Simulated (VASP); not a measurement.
Mn: single point with BLYP

The system is Mn.

```
Mn
1.0
     0.00000    2.60109    2.60109
     2.60109    0.00000    2.60109
     2.60109    2.60109    0.00000
Mn
2
Cartesian
  0.6503 0.6503 0.6503
  4.5519 4.5519 4.5519
```

This isn't the form of Mn at room conditions, which is a 58-atom cubic cell.

```yaml
Program: VASP 6.6.1
Task: single point
Functional: BLYP
Potentials_or_basis: VASP PAW PBE potentials, release 64 (Mn_pv)
Cutoff: 520 eV
k_mesh: 17 × 17 × 17
Occupations: fermi-dirac, width 0.05 eV
Spin: collinear spin, antiferromagnetic start
Starting_moments: "[2.092, -2.092] μB"
Dipole_correction: no
Further_INCAR_settings: ALGO = Normal; EDIFF = 1e-07; NBANDS = 24
```

```yaml
Pressure: 0.3 GPa
Band_gap_on_the_k_mesh: zero (filled and empty bands overlap)
Net_moment: 0.00 μB per cell
Site_moments: Mn +2.24, -2.24 μB
Valence_electrons_inside_the_program's_atomic_spheres: Mn 11.86
```

Levels at points of the mesh, in eV from the Fermi level:
Spin up:
```csv
k point,band 11,band 12,band 13,band 14,band 15,band 16
"(0.00, 0.00, 0.00)",-2.32,-2.32,0.13,0.13,0.13,1.65
```
Spin down:
```tsv
k point	band 9	band 10	band 11	band 12	band 13	band 14	band 15	band 16	band 17	band 18
(0.00, 0.00, 0.00)	-2.51	-2.32	-2.32	-2.32	0.13	0.13	0.13	1.65	1.65	12.62
```

It took 3.8 min on 1 thread of Intel(R) Xeon(R) Platinum 8259CL CPU @ 2.50GHz (Skylake/Cascade Lake), on a shared host, peak memory 0.3 GiB.

Caveat: the antiferromagnetic order is the one typed at the start, and another may lie lower; the PAW data sets were made with another functional, which shifts forces and pressure a little.
